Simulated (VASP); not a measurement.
A run of VASP 6.6.1 is set up as follows.

The input INCAR:

```
PREC     = Accurate       # precision mode
ENCUT    = 520            # plane-wave cutoff, eV
EDIFF    = 1E-6           # SCF threshold, eV
ISMEAR   = 0              # smearing method
SIGMA    = 0.1            # smearing width, eV
LREAL    = False          # projectors in reciprocal space
LASPH    = True           # aspherical terms in the spheres
NELM     = 80             # most SCF steps
ALGO     = Normal         # electronic algorithm
ISIF     = 2              # what is computed and relaxed
LWAVE    = False          # write WAVECAR
LCHARG   = False          # write CHGCAR
GGA      = PS             # functional
NBANDS   = 32             # bands
```

File KPOINTS:

```
regular mesh
0
Gamma
  12 12 12
```

File POSCAR:

```
VN2
1.0
   -2.1925263848      2.1925263848      2.5497351119
    2.1925263848     -2.1925263848      2.5497351119
    2.1925263848      2.1925263848     -2.5497351119
V N
2 4
Direct
    0.2500000000      0.2500000000      0.0000000000
    0.7500000000      0.7500000000      0.0000000000
    0.1115473431      0.6115473431      0.7230946861
    0.6115473431      0.8884526569      0.5000000000
    0.8884526569      0.3884526569      0.2769053139
    0.3884526569      0.1115473431      0.5000000000
```

Potentials or basis: VASP PAW PBE potentials, release 64 (V_sv, N).

Command:

```sh
$ cat potpaw_PBE.64/V_sv/POTCAR potpaw_PBE.64/N/POTCAR > POTCAR
$ mpirun -np 1 vasp_std > vasp.out
```

(1) What does it give for the largest force?

(2) Predict the band gap on the k mesh.

(3) What does it give for the pressure?

Results:

(1) 0.090 eV/Å.

(2) zero (bands 23 and 24 overlap by 0.28 eV).

(3) -25.4 GPa.

Caveat: the cell stands under tension; the PAW data sets were made with another functional, which shifts forces and pressure a little; the run has no spin polarisation, though such a crystal can be magnetic.
